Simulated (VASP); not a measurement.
**CdSe: single point with r2SCAN**

Crystal: CdSe.

```
Cd Se
1.0
     0.00000    2.92024    2.92024
     2.92024    0.00000    2.92024
     2.92024    2.92024    0.00000
Cd Se
1 1
Cartesian
  0.0000 0.0000 0.0000
  4.3804 4.3804 4.3804
```

This cell differs from its parent crystal: strain -4.8%.

```yaml
Program: VASP 6.6.1
Task: single point
Functional: r2SCAN
Potentials_or_basis: VASP PAW PBE potentials, release 64 (Cd, Se)
Cutoff: 550 eV
k_mesh: 8 × 8 × 8
Occupations: gaussian, width 0.01 eV
Spin: no spin polarisation
```

| Quantity | Value |
| --- | --- |
| Pressure | 11.0 GPa |
| Band gap on the k mesh | 1.35 eV |

Levels at points of the mesh, in eV from the valence-band top:
| k point | band 7 | band 8 | band 9 | band 10 | band 11 | band 12 |
| --- | --- | --- | --- | --- | --- | --- |
| (0.00, 0.00, 0.00) | 0.00 | 0.00 | 0.00 | 1.35 | 6.44 | 6.44 |
| (0.50, 0.00, 0.00) | -5.24 | -0.96 | -0.96 | 3.01 | 6.92 | 6.92 |
| (0.50, 0.50, 0.00) | -4.71 | -2.36 | -2.36 | 3.21 | 4.21 | 10.40 |

Run time: 46 s on 1 thread of AMD EPYC 9R45 96-Core Processor (Zen 5), with other jobs on the host, peak memory 0.17 GiB.

Caveat: the cell differs from its parent crystal (strain -4.8%); the cell stands under pressure; the PAW data sets were made with another functional, which shifts forces and pressure a little.
